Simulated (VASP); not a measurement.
# AlV2C (P-3m1) in VASP: further runs

Runs on AlV2C. Level: PBE. Tasks: single point, relaxation of cell and atoms.

Everything below comes from runs of VASP 6.6.1. Logs are shortened: lines on timing, memory, paths and dates and some standing lists are left out, and cuts for length are marked.

**1. The cell of the first run**

The structure is trigonal, space group P-3m1 (No. 164). The conventional cell has a = 2.886 Å, b = 2.886 Å, c = 6.770 Å, α = 90.00°, β = 90.00°, γ = 120.00°. Al (site symmetry -3m) has 6 V at 2.81 Å and 6 Al at 2.89 Å and 2 C at 3.38 Å within 3.7 Å. Within 2.9 Å of V (site symmetry 3m) lie 3 C at 2.01 Å and 9 V at 2.80 to 2.89 Å and 3 Al at 2.81 Å. Within 2.7 Å of C (site symmetry -3m) lie 6 V at 2.01 Å.

The cell was generated, and may not be a known phase.

**2. Single point, PBE**

Input file INCAR:

```
PREC = Accurate ; ENCUT = 520
EDIFF = 1E-6 ; ISMEAR = 0
SIGMA = 0.1 ; LREAL = False
LASPH = True ; NELM = 60
ALGO = Normal ; ISIF = 2
LWAVE = False ; LCHARG = True
GGA = PE ; LELF = True
LVHAR = True ; NBANDS = 24
```

Input file KPOINTS:

```
regular mesh
0
Gamma
  18 18 8
```

Input file POSCAR:

```
AlV2C
1.0
    2.8864350412      0.0000000000      0.0000000000
   -1.4432175206      2.4997260721      0.0000000000
    0.0000000000      0.0000000000      6.7697260838
Al V C
1 2 1
Direct
    0.0000000000      0.0000000000      0.0000000000
    0.3333333333      0.6666666667      0.3338804694
    0.6666666667      0.3333333333      0.6661195306
    0.0000000000      0.0000000000      0.5000000000
```

Potentials or basis: VASP PAW PBE potentials, release 64 (Al, V_sv, C).

Command:

```bash
$ cat potpaw_PBE.64/Al/POTCAR potpaw_PBE.64/V_sv/POTCAR potpaw_PBE.64/C/POTCAR > POTCAR
$ mpirun -np 1 vasp_std > vasp.out
```

OUTCAR:

```text
PREC = Accurate
   ENCUT = 520
   EDIFF = 1E-6
   ISMEAR = 0
   LREAL = False
   LASPH = True
   NELM = 60
   ISIF = 2
   GGA = PE

 ion  position               nearest neighbor table
   1  0.000  0.000  0.000-   2 2.81   3 2.81   3 2.81   2 2.81   3 2.81   2 2.81
   2  0.333  0.667  0.334-   4 2.01   4 2.01   4 2.01   3 2.80   3 2.80   3 2.80   1 2.81   1 2.81
                             1 2.81
   3  0.667  0.333  0.666-   4 2.01   4 2.01   4 2.01   2 2.80   2 2.80   2 2.80   1 2.81   1 2.81
                             1 2.81
   4  0.000  0.000  0.500-   2 2.01   3 2.01   3 2.01   2 2.01   3 2.01   2 2.01

  LATTYP: Found a hexagonal cell.
 ALAT       =     2.8864350412
 C/A-ratio  =     2.3453588898

  Lattice vectors:

 A1 = (   2.8864350412,   0.0000000000,   0.0000000000)
 A2 = (  -1.4432175206,   2.4997260721,   0.0000000000)
 A3 = (   0.0000000000,   0.0000000000,   6.7697260838)

Analysis of symmetry for initial positions (statically):
=====================================================================
 Subroutine PRICEL returns:
 Original cell was already a primitive cell.

 Routine SETGRP: Setting up the symmetry group for a
 hexagonal supercell.

 Subroutine GETGRP returns: Found 12 space group operations
 (whereof 12 operations were pure point group operations)
 out of a pool of 24 trial point group operations.

The static configuration has the point symmetry D_3d.

Analysis of symmetry for dynamics (positions and initial velocities):
=====================================================================
 Subroutine PRICEL returns:
 Original cell was already a primitive cell.

 Routine SETGRP: Setting up the symmetry group for a
 hexagonal supercell.

 Subroutine GETGRP returns: Found 12 space group operations
 (whereof 12 operations were pure point group operations)
 out of a pool of 24 trial point group operations.

The dynamic configuration has the point symmetry D_3d.

 Subroutine INISYM returns: Found 12 space group operations
 (whereof 12 operations are pure point group operations),
 and found     1 'primitive' translations

----------------------------------------------------------------------------------------

                                     Primitive cell

  volume of cell :      48.8456

  direct lattice vectors                    reciprocal lattice vectors
     2.886435041  0.000000000  0.000000000     0.346448122  0.200021917  0.000000000
    -1.443217521  2.499726072  0.000000000     0.000000000  0.400043833  0.000000000
     0.000000000  0.000000000  6.769726084     0.000000000  0.000000000  0.147716464

  length of vectors
     2.886435041  2.886435041  6.769726084     0.400043833  0.400043833  0.147716464

  position of ions in fractional coordinates (direct lattice)
     0.000000000  0.000000000  0.000000000
     0.333333333  0.666666667  0.333880469
     0.666666667  0.333333333  0.666119531
     0.000000000  0.000000000  0.500000000

  ion indices of the primitive-cell ions
   primitive index   ion index
                 1           1
                 2           2
                 3           3
                 4           4

----------------------------------------------------------------------------------------

 KPOINTS: regular mesh

Automatic generation of k-mesh.
 Grid dimensions read from file:
 generate k-points for:   18   18    8

 Generating k-lattice:

  Cartesian coordinates                     Fractional coordinates (reciprocal lattice)
     0.019247118  0.011112329  0.000000000     0.055555556 -0.000000000  0.000000000
     0.000000000  0.022224657  0.000000000     0.000000000  0.055555556  0.000000000
     0.000000000  0.000000000  0.018464558     0.000000000  0.000000000  0.125000000

  Length of vectors
     0.022224657  0.022224657  0.018464558

  Shift w.r.t. Gamma in fractional coordinates (k-lattice)
     0.000000000  0.000000000  0.000000000

 Subroutine IBZKPT returns following result:
 ===========================================

 Found    266 irreducible k-points:

 Following reciprocal coordinates:
            Coordinates               Weight
  0.000000  0.000000  0.000000      1.000000
  0.055556  0.000000  0.000000      6.000000
  0.111111  0.000000  0.000000      6.000000
  0.166667  0.000000  0.000000      6.000000
  0.222222  0.000000  0.000000      6.000000
  0.277778  0.000000  0.000000      6.000000
[... 16 lines left out ...]
  0.333333  0.111111  0.000000     12.000000
  0.388889  0.111111  0.000000     12.000000
 [... further k-points ...]
   k-points           NKPTS =    266   k-points in BZ     NKDIM =    266   number of bands    NBANDS=     24
   number of dos      NEDOS =    301   number of ions     NIONS =      4
   total plane-waves  NPLWV =  28800
   dimension x,y,z NGX =    24 NGY =   24 NGZ =   50
   dimension x,y,z NGXF=    48 NGYF=   48 NGZF=  100
   ions per type =               1   2   1
   NGX,Y,Z   is equivalent  to a cutoff of  13.82, 13.82, 12.28 a.u.
   NGXF,Y,Z  is equivalent  to a cutoff of  27.65, 27.65, 24.56 a.u.
 SYSTEM =  unknown system
   PREC   = accura    normal or accurate (medium, high low for compatibility)
   ISTART =      0    job   : 0-new  1-cont  2-samecut
   ICHARG =      2    charge: 1-file 2-atom 10-const
   ISPIN  =      1    spin polarized calculation?
   LNONCOLLINEAR =      F non collinear calculations
   LSORBIT =      F    spin-orbit coupling
   LASPH  =      T    aspherical Exc in radial PAW
   ENCUT  =  520.0 eV  38.22 Ry    6.18 a.u.   5.37  5.37 12.59*2*pi/ulx,y,z
   NELM   =     60;   NELMIN=  2; NELMDL= -5     # of ELM steps
   EDIFF  = 0.1E-05   stopping-criterion for ELM
   LREAL  =      F    real-space projection
   EDIFFG = 0.1E-04   stopping-criterion for IOM
   NSW    =      0    number of steps for IOM
   IBRION =     -1    ionic relax: 0-MD 1-quasi-New 2-CG
   NFREE  =      0    steps in history (QN), initial steepest desc. (CG)
   ISIF   =      2    stress and relaxation
   ISYM   =      2    0-nonsym 1-usesym 2-fastsym
   POTIM  = 0.5000    time-step for ionic-motion
   TEBEG  =    0.0;   TEEND  =   0.0 temperature during run
   PSTRESS=    0.0 pullay stress
   NELECT =      33.0000    total number of electrons
   NUPDOWN=      -1.0000    fix difference up-down
   EMIN   =  10.00;   EMAX   =-10.00  energy-range for DOS
   EFERMI =   0.00;   METHOD = LEGACY
   ISMEAR =     0;   SIGMA  =   0.10  broadening in eV -4-tet -1-fermi 0-gaus
   EFERMI_NEDOS =   21; number of points for ismear=-14 and -15
   IALGO  =     38    algorithm
   IMIX   =      4    mixing-type and parameters
     AMIX     =   0.40;   BMIX     =  1.00
     AMIX_MAG =   1.60;   BMIX_MAG =  1.00
  volume/ion in A,a.u.               =      12.21        82.41
  Fermi-wavevector in a.u.,A,eV,Ry     =   1.436496  2.714584 28.075899  2.063520
  Thomas-Fermi vector in A             =   2.555678
   LORBIT       =      0    0 simple, 1 ext, 2 COOP (PROOUT), +10 PAW based schemes
   GGA     = PE    functional components
   LHFCALC =     F    Hartree Fock is set to
   AEXX    =    0.0000 exact exchange contribution
   IVDW    =     0    specifies the selected vdW correction
   LEPSILON=     F    determine dielectric tensor
   LRPA    =     F    only Hartree local field effects (RPA)
 non-spin polarized calculation
 Gauss-broadening in eV      SIGMA  =   0.10
  energy-cutoff  :      520.00
  volume of cell :       48.85
 maximum number of plane-waves:      1345
 NGX is ok and might be reduce to    24
   NGX = 11   NGY = 11   NGZ = 25

 number of electron      33.0000013 magnetization

 Free energy of the ion-electron system (eV)
  ---------------------------------------------------
  ext. energy  EPLUGINS =         0.00000000
  ---------------------------------------------------
  free energy    TOTEN  =       -32.55634299 eV

  energy without entropy =      -32.53733348  energy(sigma->0) =      -32.54683823

 E-fermi :   9.3063     XC(G=0): -12.0482

 val. band max:        9.3060980941   @ k =  -0.1667   0.3889   0.3750
 cond. band min:       9.3078381226   @ k =  -0.0556   0.3333   0.3750
 fundamental gap:      0.0017400285
 Fermi energy:         9.3062596268

 k-point     1 :       0.0000    0.0000    0.0000
  band No.  band energies     occupation
      1     -55.0367      2.00000
      2     -54.9768      2.00000
      3     -29.0656      2.00000
      4     -28.7237      2.00000
      5     -28.7071      2.00000
      6     -28.7071      2.00000
[... 16 lines left out ...]
     23      13.7453      0.00000
     24      15.2795      0.00000

 k-point     2 :       0.0556    0.0000    0.0000
  band No.  band energies     occupation
      1     -55.0348      2.00000
      2     -54.9756      2.00000
      3     -29.0626      2.00000
      4     -28.7349      2.00000
      5     -28.7110      2.00000
      6     -28.7082      2.00000
[... 16 lines left out ...]
     23      13.8387      0.00000
     24      15.2152      0.00000

 k-point     3 :       0.1111    0.0000    0.0000
  band No.  band energies     occupation
      1     -55.0291      2.00000
      2     -54.9723      2.00000
      3     -29.0544      2.00000
      4     -28.7683      2.00000
      5     -28.7219      2.00000
      6     -28.7117      2.00000
[... 16 lines left out ...]
     23      14.1076      0.00000
     24      15.0461      0.00000

 k-point     4 :       0.1667    0.0000    0.0000
  band No.  band energies     occupation
      1     -55.0202      2.00000
      2     -54.9673      2.00000
      3     -29.0431      2.00000
      4     -28.8195      2.00000
      5     -28.7473      2.00000
      6     -28.7378      2.00000
[... 16 lines left out ...]
     23      14.5077      0.00000
     24      14.8576      0.00000

 k-point     5 :       0.2222    0.0000    0.0000
  band No.  band energies     occupation
      1     -55.0091      2.00000
      2     -54.9614      2.00000
      3     -29.0329      2.00000
      4     -28.8813      2.00000
      5     -28.7931      2.00000
      6     -28.7564      2.00000
[... 16 lines left out ...]
     23      14.5284      0.00000
     24      15.0488      0.00000

 k-point     6 :       0.2778    0.0000    0.0000
  band No.  band energies     occupation
      1     -54.9970      2.00000
      2     -54.9554      2.00000
      3     -29.0322      2.00000
      4     -28.9445      2.00000
      5     -28.8317      2.00000
      6     -28.7757      2.00000
[... 16 lines left out ...]
     23      13.9072      0.00000
     24      14.8133      0.00000
[... 379 lines left out ...]
 k-point    21 :       0.2222    0.1111    0.0000
  band No.  band energies     occupation
      1     -54.9932      2.00000
      2     -54.9537      2.00000
      3     -29.0312      2.00000
      4     -28.9441      2.00000
      5     -28.8554      2.00000
      6     -28.7740      2.00000
[... 16 lines left out ...]
     23      14.0927      0.00000
     24      14.1944      0.00000

 k-point    22 :       0.2778    0.1111    0.0000
  band No.  band energies     occupation
      1     -54.9817      2.00000
      2     -54.9491      2.00000
      3     -29.0482      2.00000
      4     -28.9925      2.00000
      5     -28.8659      2.00000
      6     -28.7996      2.00000
[... 16 lines left out ...]
     23      13.6300      0.00000
     24      13.8973      0.00000

 k-point    23 :       0.3333    0.1111    0.0000
  band No.  band energies     occupation
      1     -54.9717      2.00000
      2     -54.9460      2.00000
      3     -29.0757      2.00000
      4     -29.0274      2.00000
      5     -28.8634      2.00000
      6     -28.8205      2.00000
[... 16 lines left out ...]
     23      13.2251      0.00000
     24      13.5290      0.00000

 k-point    24 :       0.3889    0.1111    0.0000
  band No.  band energies     occupation
      1     -54.9646      2.00000
      2     -54.9446      2.00000
      3     -29.0989      2.00000
      4     -29.0484      2.00000
      5     -28.8572      2.00000
      6     -28.8342      2.00000
[... 16 lines left out ...]
     23      12.8956      0.00000
     24      13.2106      0.00000

 [... further k-points ...]
[... 5 lines left out ...]
  --------------------------------------------------------------------------------------
  -------------------------------------------------------------------------------------
  Total        0.1069300      0.1069300      0.0833870      0.0000000      0.0000000     -0.0000000
  in kB        3.5073953      3.5073953      2.7351640      0.0000000      0.0000000     -0.0000000
  external PRESSURE =       3.2499849 kB  Pullay stress =       0.0000000 kB

 VOLUME and BASIS-vectors are now :
 -----------------------------------------------------------------------------
  energy-cutoff  :      520.00
  volume of cell :       48.85
      direct lattice vectors                 reciprocal lattice vectors
     2.886435041  0.000000000  0.000000000     0.346448122  0.200021917  0.000000000
    -1.443217521  2.499726072  0.000000000     0.000000000  0.400043833  0.000000000
     0.000000000  0.000000000  6.769726084     0.000000000  0.000000000  0.147716464

 POSITION                                       TOTAL-FORCE (eV/Angst)
 -----------------------------------------------------------------------------------
      0.00000      0.00000      0.00000        -0.000000      0.000000      0.000000
     -0.00000      1.66648      2.26028        -0.000000      0.000000     -0.053742
      1.44322      0.83324      4.50945         0.000000     -0.000000      0.053742
      0.00000      0.00000      3.38486        -0.000000      0.000000      0.000000
 -----------------------------------------------------------------------------------
    total drift:                                0.000000     -0.000000     -0.000000

  FREE ENERGIE OF THE ION-ELECTRON SYSTEM (eV)
  ---------------------------------------------------
  free  energy   TOTEN  =       -32.5563429864 eV

  energy  without entropy=      -32.5373334783  energy(sigma->0) =      -32.54683823
```

Run time: 3.9 min. Hardware: 1 thread of Intel Xeon Platinum 8259CL at 2.50GHz (Skylake/Cascade Lake), shared host; peak memory 0.4 GiB.

Results:

```yaml
Free_energy: -32.5563 eV
Pressure: 0.3 GPa
Largest_force: 0.054 eV/Å
Band_gap_on_the_k_mesh: zero (an odd number of electrons rules out a gap without spin polarisation)
```

Forces in eV/Å, atoms in the order of the input:
```
Al   0.000  0.000  0.000
V    0.000  0.000 -0.054
V    0.000  0.000  0.054
C    0.000  0.000  0.000
```

**3. Relaxation of cell and atoms, PBE, collinear spin, ferromagnetic start**

This run uses another cell than the first one, of 16.57 Å³/atom.

Input file INCAR:

```
SYSTEM = AlV2C
ALGO = Normal ; EDIFF = 1E-7
EDIFFG = -0.04 ; ENCUT = 600
GGA = PE ; IBRION = 2
ISIF = 3 ; ISMEAR = 0
ISPIN = 2 ; LASPH = .TRUE.
LCHARG = .FALSE. ; LMAXMIX = 4
LORBIT = 11 ; LREAL = .FALSE.
LWAVE = .FALSE. ; MAGMOM = 0 2 2 0
NELM = 150 ; NSW = 90
PREC = Accurate ; SIGMA = 0.1
```

Input file KPOINTS:

```
k-points
0
G
  6 6 2
  0 0 0
```

Input file POSCAR:

```
AlV2C
1.0
    3.1908745800      0.0000000000      0.0000000000
   -1.5954372900      2.7633784400      0.0000000000
    0.0000000000      0.0000000000      7.5173242400
Al V C
1 2 1
Direct
    0.0000000000      0.0000000000      0.0000000000
    0.3333333300      0.6666666700      0.1379992000
    0.6666666700      0.3333333300      0.8620008000
    0.0000000000      0.0000000000      0.5000000000
```

Potentials or basis: VASP PAW PBE potentials, release 64 (Al, V_sv, C).

Command:

```bash
$ cat potpaw_PBE.64/Al/POTCAR potpaw_PBE.64/V_sv/POTCAR potpaw_PBE.64/C/POTCAR > POTCAR
$ mpirun -np 1 vasp_std > vasp.out
```

It took 44 min on 1 thread of Intel Xeon Platinum 8259CL at 2.50GHz (Skylake/Cascade Lake), shared host; peak memory 0.29 GiB.

It converged, with:

```yaml
Free_energy: -32.5584 eV
Relaxed_volume: 12.22 Å³/atom
Relaxed_cell: a = 2.889 Å, b = 2.889 Å, c = 6.764 Å, α = 90.00°, β = 90.00°, γ = 120.00°
Space_group_after_relaxing_to_0.1_Å: P-3m1 (No. 164)
Pressure_after_relaxing: 0.1 GPa
Largest_force_after_relaxing: 0.004 eV/Å
Net_moment: 0.00 μB per cell
Valence_electrons_inside_the_program's_atomic_spheres: Al 0.80; V 11.70; C 2.48
```

Forces in eV/Å, atoms in the order of the input:
```
Al   0.000  0.000  0.000
V    0.000  0.000 -0.004
V    0.000  0.000  0.004
C    0.000  0.000  0.000
```

Stress tensor (GPa, compression positive):
```
-0.01  0.00  0.00
 0.00 -0.01  0.00
 0.00  0.00  0.26
```

Final structure:
```
Al V C
1.0
     2.88859    0.00000    0.00000
    -1.44429    2.50159    0.00000
     0.00000    0.00000    6.76395
Al V C
1 2 1
Direct
  0.00000 0.00000 0.00000
  0.33333 0.66667 0.66668
  0.66667 0.33333 0.33332
  0.00000 0.00000 0.50000
```

Levels at points of the mesh, in eV from the Fermi level:
Spin up:
| k point | band 14 | band 15 | band 16 | band 17 | band 18 | band 19 |
| --- | --- | --- | --- | --- | --- | --- |
| (0.00, 0.00, 0.00) | -2.40 | -0.93 | -0.28 | -0.28 | 0.68 | 0.68 |
| (0.50, 0.00, 0.00) | -3.36 | -2.33 | -0.70 | 0.33 | 1.26 | 1.75 |
| (0.00, 0.00, 0.50) | -3.19 | -0.70 | -0.29 | -0.29 | 0.70 | 0.70 |
| (0.50, 0.00, 0.50) | -3.33 | -2.63 | -0.98 | 0.30 | 1.16 | 1.77 |
Spin down:
```
           k point  band 14  band 15  band 16  band 17  band 18  band 19
(0.00, 0.00, 0.00)    -2.40    -0.93    -0.28    -0.28     0.68     0.68
(0.50, 0.00, 0.00)    -3.36    -2.33    -0.70     0.33     1.26     1.75
(0.00, 0.00, 0.50)    -3.19    -0.70    -0.29    -0.29     0.70     0.70
(0.50, 0.00, 0.50)    -3.33    -2.63    -0.98     0.30     1.16     1.77
```

Caveat: the k points lie up to 0.46 Å⁻¹ apart in the final cell; the volume moved by over 15 % at a fixed basis, so the end points are rough; the moments typed at the start vanished in this run.

The gap in the log of VASP goes by the Fermi energy; the results here count the filled bands.